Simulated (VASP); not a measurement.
Here is a VASP 6.6.1 calculation.

INCAR

```
PREC     = Accurate       # precision mode
ENCUT    = 520            # plane-wave cutoff, eV
EDIFF    = 1E-7           # SCF threshold, eV
ISMEAR   = 0              # smearing method
SIGMA    = 0.01           # smearing width, eV
LREAL    = False          # projectors in reciprocal space
LASPH    = True           # aspherical terms in the spheres
NELM     = 60             # most SCF steps
ALGO     = Normal         # electronic algorithm
ISIF     = 2              # what is computed and relaxed
LWAVE    = False          # write WAVECAR
LCHARG   = False          # write CHGCAR
GGA      = PE             # functional
NBANDS   = 26             # bands
```

The input KPOINTS:

```
regular mesh
0
Gamma
  9 9 4
```

The input POSCAR:

```
GaN
1.0
    3.1858075393      0.0000000000      0.0000000000
   -1.5929037697      2.7589902606      0.0000000000
    0.0000000000      0.0000000000      5.1902861056
Ga N
2 2
Direct
    0.3333333333      0.6666666667     -0.0008524603
    0.6666666667      0.3333333333      0.4991475397
    0.3333333333      0.6666666667      0.3758524603
    0.6666666667      0.3333333333      0.8758524603
```

Potentials or basis: VASP PAW PBE potentials, release 64 (Ga_d, N).

Launch:

```sh
$ cat potpaw_PBE.64/Ga_d/POTCAR potpaw_PBE.64/N/POTCAR > POTCAR
$ mpirun -np 1 vasp_std > vasp.out
```

Q: Predict the band gap on the k mesh.

A: 1.92 eV, direct.

Q: Predict the pressure.

A: 5.7 GPa.

Q: Estimate the largest force.

A: 0.005 eV/Å.

Forces in eV/Å, atoms in the order of the input:
```
Ga   0.000  0.000  0.005
Ga   0.000  0.000  0.005
N    0.000  0.000 -0.005
N    0.000  0.000 -0.005
```
